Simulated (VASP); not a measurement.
# Al3O: single point with PBE

The system is Al3O, a slab with vacuum.

```
Al O
1.0
     2.85715    0.00000    0.00000
    -1.42858    2.47437    0.00000
     0.00000    0.00000   20.10164
Al O
3 1
Direct
  0.66667 0.33333 0.19899
  0.33333 0.66667 0.31345
  0.00000 0.00000 0.42791
  0.33333 0.16667 0.49705
```

```yaml
Program: VASP 6.6.1
Task: single point
Functional: PBE
Potentials_or_basis: VASP PAW PBE potentials, release 64 (Al, O)
Cutoff: 520 eV
k_mesh: 9 × 9 × 1
Occupations: gaussian, width 0.1 eV
Spin: no spin polarisation
Dipole_correction: yes
Further_INCAR_settings: ALGO = Normal; EDIFF = 1e-06; NBANDS = 16
```

```json
{"Largest force": "3.283 eV/Å"}
```

Forces in eV/Å, atoms in the order of the input:
```
Al   0.012  0.007 -0.128
Al  -0.028 -0.016  0.154
Al  -2.825 -1.631 -0.138
O    2.841  1.640  0.112
```

Levels at points of the mesh, in eV from the Fermi level:
```csv
k point,band 4,band 5,band 6,band 7,band 8,band 9,band 10,band 11,band 12,band 13
"(0.00, 0.00, 0.00)",-5.36,-2.57,-0.34,0.24,0.37,2.96,4.57,6.43,8.45,9.25
```

It took 89 s on 1 thread of Intel(R) Xeon(R) Platinum 8488C (Sapphire Rapids), with other jobs on the host, peak memory 0.28 GiB.

Caveat: an odd number of electrons without spin polarisation forces a metal; a magnetic or distorted state may lie lower.
